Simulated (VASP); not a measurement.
# NiO (R-3m) in VASP: a series of runs, part 2 of 2

VASP 6.6.1. Earlier steps stand in the parts before.

### 4 Single point, PBE+U, collinear spin, antiferromagnetic start (9.79 Å³/atom)

This run uses another cell than the first one, of 9.79 Å³/atom.

Input file INCAR:

```
ALGO = Normal
EDIFF = 1E-6
ENCUT = 600
GGA = PE
GGA_COMPAT = False
ISIF = 2
ISMEAR = 0
ISPIN = 2
LASPH = True
LCHARG = False
LDAU = True
LDAUJ = 0 0
LDAUL = 2 -1
LDAUPRINT = 1
LDAUTYPE = 2
LDAUU = 6.2 0
LMAXMIX = 4
LORBIT = 11
LREAL = False
LWAVE = False
MAGMOM = 1.86 -1.86 0 0
NBANDS = 28
NELM = 200
PREC = Accurate
SIGMA = 0.05
```

Input file KPOINTS:

```
k-points
0
Gamma
  10 10 10
```

Input file POSCAR:

```
NiO
1.0
   -2.1369195529     -2.1369195529      4.2772823152
   -4.2772823152     -2.1369195529      2.1369195529
   -2.1369195529     -4.2772823152      2.1369195529
Ni O
2 2
Direct
    0.0000000000      0.0000000000      0.0000000000
    0.5000000000      0.5000000000      0.5000000000
    1.2500000005     -0.7499999995     -0.7499999995
    1.7499999995     -0.2500000005     -0.2500000005
```

Potentials or basis: VASP PAW PBE potentials, release 64 (Ni, O).

The run is started by

```sh
> cat potpaw_PBE.64/Ni/POTCAR potpaw_PBE.64/O/POTCAR > POTCAR
> mpirun -np 1 vasp_std > vasp.out
```

OUTCAR:

```text
EDIFF = 1E-6
   ENCUT = 600
   GGA = PE
   ISIF = 2
   ISMEAR = 0
   ISPIN = 2
   LASPH = True
   LORBIT = 11
   LREAL = False
   NELM = 200
   PREC = Accurate

 ion  position               nearest neighbor table
   1  0.000  0.000  0.000-   4 2.14   4 2.14   4 2.14   3 2.14   3 2.14   3 2.14   2 3.02   2 3.02
                             2 3.02   2 3.02   2 3.02   2 3.02
   2  0.500  0.500  0.500-   3 2.14   3 2.14   4 2.14   4 2.14   3 2.14   4 2.14   1 3.02   1 3.02
                             1 3.02   1 3.02   1 3.02   1 3.02
   3  0.250  0.250  0.250-   1 2.14   1 2.14   1 2.14   2 2.14   2 2.14   2 2.14
   4  0.750  0.750  0.750-   1 2.14   1 2.14   1 2.14   2 2.14   2 2.14   2 2.14

  LATTYP: Found a trigonal (rhomboedric) cell.
 ALAT       =     5.2371742720
 COS(alpha) =     0.8329752918

  Lattice vectors:

[... 1798 lines left out ...]

 [... further k-points ...]

------------------------ aborting loop because EDIFF is reached ----------------------------------------

  FORCE on cell =-STRESS in cart. coord.  units (eV):
  Direction    XX          YY          ZZ          XY          YZ          ZX
  --------------------------------------------------------------------------------------
  -------------------------------------------------------------------------------------
  Total       -2.6953594     -2.6953594     -2.6953594      0.0075166     -0.0075166     -0.0075166
  in kB     -110.2375171   -110.2375171   -110.2375171      0.3074233     -0.3074233     -0.3074233
  external PRESSURE =    -110.2375171 kB  Pullay stress =       0.0000000 kB

 VOLUME and BASIS-vectors are now :
 -----------------------------------------------------------------------------
  energy-cutoff  :      600.00
  volume of cell :       39.17
      direct lattice vectors                 reciprocal lattice vectors
    -2.136919553 -2.136919553  4.277282315     0.116755598  0.116755598  0.350454922
    -4.277282315 -2.136919553  2.136919553    -0.350454922  0.116755598 -0.116755598
    -2.136919553 -4.277282315  2.136919553     0.116755598 -0.350454922 -0.116755598

 POSITION                                       TOTAL-FORCE (eV/Angst)
 -----------------------------------------------------------------------------------
      0.00000      0.00000      0.00000         0.000000      0.000000     -0.000000
     -4.27556     -4.27556      4.27556         0.000000      0.000000     -0.000000
     -2.13778     -2.13778      2.13778        -0.000000     -0.000000      0.000000
     -6.41334     -6.41334      6.41334        -0.000000      0.000000      0.000000
 -----------------------------------------------------------------------------------
    total drift:                                0.000000      0.000000      0.000000

  FREE ENERGIE OF THE ION-ELECTRON SYSTEM (eV)
  ---------------------------------------------------
  free  energy   TOTEN  =       -20.3942512419 eV

  energy  without entropy=      -20.3942512419  energy(sigma->0) =      -20.39425124

 total charge

# of ion       s       p       d       tot
------------------------------------------
    1        0.322   0.370   8.183   8.875
    2        0.322   0.370   8.183   8.875
    3        1.547   3.438   0.000   4.984
    4        1.547   3.438   0.000   4.984
--------------------------------------------------
tot          3.737   7.615  16.367  27.718

 magnetization (x)

# of ion       s       p       d       tot
------------------------------------------
    1       -0.000  -0.004   1.767   1.763
    2        0.000   0.004  -1.767  -1.763
    3        0.000   0.000   0.000   0.000
    4        0.000   0.000   0.000   0.000
--------------------------------------------------
tot          0.000   0.000   0.000   0.000
```

OSZICAR:

```text
N       E                     dE             d eps       ncg     rms          rms(c)
DAV:   1     0.278007967901E+03    0.27801E+03   -0.16164E+04 13432   0.166E+03
DAV:   2     0.122801764406E+02   -0.26573E+03   -0.23740E+03 13196   0.356E+02
DAV:   3    -0.185733995602E+02   -0.30854E+02   -0.29081E+02 14440   0.129E+02
DAV:   4    -0.192510417587E+02   -0.67764E+00   -0.67463E+00 13892   0.194E+01
DAV:   5    -0.192620927437E+02   -0.11051E-01   -0.11049E-01 15740   0.243E+00    0.199E+01
DAV:   6    -0.187200972787E+02    0.54200E+00   -0.16221E+01 17904   0.962E+01    0.231E+01
DAV:   7    -0.199759950116E+02   -0.12559E+01   -0.40403E+00 15192   0.345E+01    0.114E+01
DAV:   8    -0.201993130858E+02   -0.22332E+00   -0.81663E-01 16852   0.154E+01    0.793E+00
DAV:   9    -0.203828844954E+02   -0.18357E+00   -0.15541E-01 14568   0.118E+01    0.159E+00
DAV:  10    -0.203908466737E+02   -0.79622E-02   -0.59315E-02 16808   0.436E+00    0.367E-01
DAV:  11    -0.203936528381E+02   -0.28062E-02   -0.23986E-02 13560   0.119E+00    0.149E-01
DAV:  12    -0.203940239393E+02   -0.37110E-03   -0.17753E-04 19896   0.185E-01    0.940E-02
DAV:  13    -0.203941998176E+02   -0.17588E-03   -0.16489E-04 16340   0.336E-01    0.319E-02
DAV:  14    -0.203942382241E+02   -0.38406E-04   -0.75190E-05 16668   0.161E-01    0.131E-02
DAV:  15    -0.203942458422E+02   -0.76181E-05   -0.16466E-05 17476   0.601E-02    0.113E-02
DAV:  16    -0.203942505053E+02   -0.46631E-05   -0.58778E-06 17296   0.603E-02    0.508E-03
DAV:  17    -0.203942512419E+02   -0.73666E-06   -0.23322E-06 15292   0.222E-02
   1 F= -.20394251E+02 E0= -.20394251E+02  d E =-.598589E-16  mag=     0.0000
```

It took 22 min on 1 thread of Oxide Virtual Turin-like, shared host; peak memory 0.43 GiB.

What came out:

| Property | Result |
| --- | --- |
| Free energy | -20.3943 eV |
| Pressure | -11.0 GPa |
| Band gap on the k mesh | 2.90 eV |
| Net moment | 0.00 μB per cell |
| Site moments | Ni +1.76, -1.76; O +0.00 μB |
| Valence electrons inside the program's atomic spheres | Ni 8.88; O 4.98 |

Eigenvalues of the final occupation matrices:
```
    site  spin  trace               eigenvalues
site 1 d     1   4.99  0.98 0.98 0.98 1.02 1.02
site 1 d     2   3.22  0.14 0.14 0.98 0.98 0.98
site 2 d     1   3.22  0.14 0.14 0.98 0.98 0.98
site 2 d     2   4.99  0.98 0.98 0.98 1.02 1.02
```

Caveat: the cell stands under tension. The state reached can hang on the start; a lower one may exist.

### 5 Relaxation of shape and atoms at fixed volume, PBE+U, collinear spin, antiferromagnetic start (9.41 Å³/atom)

This run uses another cell than the first one, of 9.41 Å³/atom.

Input file INCAR:

```
SYSTEM = NiO
  PREC = Accurate
  ENCUT = 600
  EDIFF = 1E-7
  ISMEAR = 0
  SIGMA = 0.05
  LREAL = .FALSE.
  LASPH = .TRUE.
  NELM = 200
  ALGO = Normal
  ISIF = 4
  LWAVE = .FALSE.
  LCHARG = .FALSE.
  ISPIN = 2
  MAGMOM = 1.85 -1.85 0 0
  LORBIT = 11
  LMAXMIX = 4
  LDAU = .TRUE.
  LDAUTYPE = 2
  LDAUL = 2 -1
  LDAUU = 6.2 0
  LDAUJ = 0 0
  LDAUPRINT = 1
  GGA = PE
  IBRION = 2
  NSW = 60
  EDIFFG = -0.01
  GGA_COMPAT = .FALSE.
  NELMIN = 4
```

Input file KPOINTS:

```
regular mesh
0
G
  10 10 10
  0 0 0
```

Input file POSCAR:

```
NiO
1.0
   -2.1086126496     -2.1086126496      4.2206228979
   -4.2206228979     -2.1086126496      2.1086126496
   -2.1086126496     -4.2206228979      2.1086126496
Ni O
2 2
Direct
    0.0000000000      0.0000000000      0.0000000000
    0.5000000000      0.5000000000      0.5000000000
    1.2500000005     -0.7499999995     -0.7499999995
    1.7499999995     -0.2500000005     -0.2500000005
```

The run is started by

```sh
> cat potpaw_PBE.64/Ni/POTCAR potpaw_PBE.64/O/POTCAR > POTCAR
> mpirun -np 1 vasp_std > vasp.out
```

Run time: 19 min. Hardware: 1 thread of Oxide Virtual Turin-like, shared host; peak memory 0.39 GiB.

Results (log left out):

```yaml
Free_energy: -20.4684 eV
Pressure_after_relaxing: -5.1 GPa
Band_gap_on_the_k_mesh: 3.18 eV
Net_moment: 0.00 μB per cell
Site_moments: Ni +1.75, -1.75; O +0.00 μB
Valence_electrons_inside_the_program's_atomic_spheres: Ni 8.95; O 5.00
```

Final structure:
```
Ni O
1.0
    -2.10861   -2.10861    4.22062
    -4.22062   -2.10861    2.10861
    -2.10861   -4.22062    2.10861
Ni O
2 2
Direct
  0.00000 0.00000 0.00000
  0.50000 0.50000 0.50000
  0.25000 0.25000 0.25000
  0.75000 0.75000 0.75000
```

Levels at points of the mesh, in eV from the valence-band top:
Spin up:
```
           k point  band 14  band 15  band 16  band 17  band 18  band 19
(0.00, 0.00, 0.00)    -0.72    -0.72    -0.71     3.18     4.28     4.28
(0.50, 0.00, 0.00)    -1.69    -1.22    -0.59     4.22     4.23     8.90
(0.50, 0.50, 0.00)    -2.00    -0.64    -0.53     4.46     4.60     7.24
(0.50, 0.50, 0.50)    -1.30     0.00     0.00     4.15     4.15     5.89
```
Spin down:
| k point | band 12 | band 13 | band 14 | band 15 | band 16 | band 17 | band 18 | band 19 | band 20 |
| --- | --- | --- | --- | --- | --- | --- | --- | --- | --- |
| (0.00, 0.00, 0.00) | -0.72 | -0.72 | -0.72 | -0.72 | -0.71 | 3.18 | 4.28 | 4.28 | 7.23 |
| (0.50, 0.00, 0.00) | -2.21 | -1.86 | -1.69 | -1.22 | -0.59 | 4.22 | 4.23 | 8.90 | 9.20 |
| (0.50, 0.50, 0.00) | -2.05 | -2.04 | -2.00 | -0.64 | -0.53 | 4.46 | 4.60 | 7.24 | 7.65 |
| (0.50, 0.50, 0.50) | -1.92 | -1.30 | -1.30 | 0.00 | 0.00 | 4.15 | 4.15 | 5.89 | 6.01 |

Eigenvalues of the final occupation matrices:
| site | spin | trace | eigenvalues |
| --- | --- | --- | --- |
| site 1 d | 1 | 5.00 | 0.98 0.98 0.98 1.03 1.03 |
| site 1 d | 2 | 3.24 | 0.15 0.15 0.98 0.98 0.98 |
| site 2 d | 1 | 3.24 | 0.15 0.15 0.98 0.98 0.98 |
| site 2 d | 2 | 5.00 | 0.98 0.98 0.98 1.03 1.03 |

A k mesh can miss the band edges. The state reached can hang on the start; a lower one may exist.

### 6 Summary

| task | cell | gap on the mesh (eV) | pressure (GPa) | moment (μB) |
| --- | --- | --- | --- | --- |
| relaxation of shape and atoms at fixed volume | relaxed from a = 5.271 Å, angles 33.6°, 4 atoms | 2.76 | -13.5 | 0.00 |
| single point | a = 5.168 Å, angles 33.6°, 4 atoms | 3.18 | -5.1 | 0.00 |
| single point | a = 5.237 Å, angles 33.6°, 4 atoms | 2.90 | -11.0 | 0.00 |
| relaxation of shape and atoms at fixed volume | relaxed from a = 5.168 Å, angles 33.6°, 4 atoms | 3.18 | -5.1 | 0.00 |

Alike in all rows: level PBE+U; potentials or basis VASP PAW PBE potentials, release 64 (Ni, O); spin collinear, antiferromagnetic start; Ni d U = 6.2 eV; k mesh 10 × 10 × 10; cutoff (eV) 600; smearing gaussian 0.05 eV.

Caveats: the cell stands under tension (at least some runs).

Absolute energies hang on the potentials; compare differences alone.
